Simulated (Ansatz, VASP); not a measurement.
TlH4 in VASP and in Ansatz

The input INCAR:

```
PREC     = Accurate       # precision mode
ENCUT    = 600            # plane-wave cutoff, eV
EDIFF    = 1E-6           # SCF threshold, eV
ISMEAR   = 0              # smearing method
SIGMA    = 0.1            # smearing width, eV
LREAL    = False          # projectors in reciprocal space
LASPH    = True           # aspherical terms in the spheres
NELM     = 80             # most SCF steps
ALGO     = Normal         # electronic algorithm
ISIF     = 3              # what is computed and relaxed
LWAVE    = False          # write WAVECAR
LCHARG   = False          # write CHGCAR
GGA      = PE             # functional
IBRION   = 2              # ionic algorithm
NSW      = 100            # ionic steps
EDIFFG   = -0.01          # ionic threshold
```

File KPOINTS:

```
Automatic mesh
0
Gamma
  10 10 10
```

POSCAR

```
TlH4
1.0
    3.8440576533      0.0000000000      0.0000000000
    0.0000000000      3.8440576533      0.0000000000
    0.0000000000      0.0000000000      3.8440576533
Tl H
1 4
Direct
    0.5000000000      0.5000000000      0.5000000000
    0.0000000000      0.0000000000      0.0000000000
    0.5000000000      0.5000000000      0.0000000000
    0.5000000000      0.0000000000      0.5000000000
    0.0000000000      0.5000000000      0.5000000000
```

Input for Ansatz:

```yaml
crystal:
  lattice:
    - [3.8440576533, 0.0, 0.0]
    - [0.0, 3.8440576533, 0.0]
    - [0.0, 0.0, 3.8440576533]
  atoms:
    - { symbol: Tl, position: [0.5, 0.5, 0.5] }
    - { symbol: H, position: [0.0, 0.0, 0.0] }
    - { symbol: H, position: [0.5, 0.5, 0.0] }
    - { symbol: H, position: [0.5, 0.0, 0.5] }
    - { symbol: H, position: [0.0, 0.5, 0.5] }
basis:
  ecutwfc: 420
kpoints:
  mp_grid: { grid: [10, 10, 10] }
hamiltonian:
  xc: pbe
scf:
  occupations: { method: gaussian, width: 0.1 }
output:
  forces: true
  stress: true
  eigenvalues: true
  write_density: true
  write_potential: true
  elf: true
  volumetric_format: npy
relax:
  adjacent_minimum: "off"
  f_tol: 0.01
  max_steps: 80
  cell: { stress_tol: 0.05 }
```

Change from the starting cell: species swapped into the Mn4N type (Pm-3m, No. 221).

Alike in both runs: task relaxation of cell and atoms; functional PBE; k mesh 10 × 10 × 10; occupations gaussian, width 0.1 eV; no spin polarisation.

```csv
,VASP,Ansatz
version,VASP 6.6.1,Ansatz 0.2.0
potentials or method,"VASP PAW PBE potentials, release 64 (Tl_d, H), cutoff 600 eV","scalar-relativistic, plane waves, PAW"
valence electrons in the cell,17,17
```

|  | VASP | Ansatz | Ansatz less VASP |
| --- | --- | --- | --- |
| gap on the k mesh at the Fermi level, each at its own relaxed structure (eV) | none | none | - |
| relaxed volume (Å³/atom) | 11.46 | 11.49 | +0.027 |
| relaxed length of the cell vector where the two differ most in proportion (Å) | 3.856 | 3.859 | +0.0030 |

A gap of «none» marks a metal or a gap that the smearing closes.

Neither program's run includes spin-orbit coupling.
